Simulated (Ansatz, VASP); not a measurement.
**One calculation of CdS, two programs**

```
Cd S
1.0
     4.16389    0.00000    0.00000
    -2.08195    3.60604    0.00000
     0.00000    0.00000    6.76751
Cd S
2 2
Direct
  0.66667 0.33333 0.50011
  0.33333 0.66667 0.00011
  0.66667 0.33333 0.87689
  0.33333 0.66667 0.37689
```

Alike in both runs: task single point; functional PBE; k mesh 4 × 4 × 3; occupations fermi-dirac, width 0.01 eV; no spin polarisation.

|  | VASP | Ansatz |
| --- | --- | --- |
| version | VASP 6.6.1 | Ansatz 0.2.0 |
| potentials or method | VASP PAW PBE potentials, release 64 (Cd, S), cutoff 500 eV | plane-wave PAW DFT |
| valence electrons in the cell | 36 | 52 |

Ansatz gave:

| Quantity | Value |
| --- | --- |
| gap on the k mesh at the Fermi level (eV) | 1.16 |
| rms of the force components (eV/Å) | 0.006 |

**Question.** Estimate VASP's values.

**Answer.** gap on the k mesh at the Fermi level (eV): 1.17; rms of the force components (eV/Å): 0.007.

Atom by atom the forces differ by 0.000 eV/Å (rms over components). VASP's potentials hold 36 valence electrons a cell and Ansatz's 52, so a difference there can come from the potentials and not from the codes.

The k mesh is coarse, so the values compare programs but aren't converged.
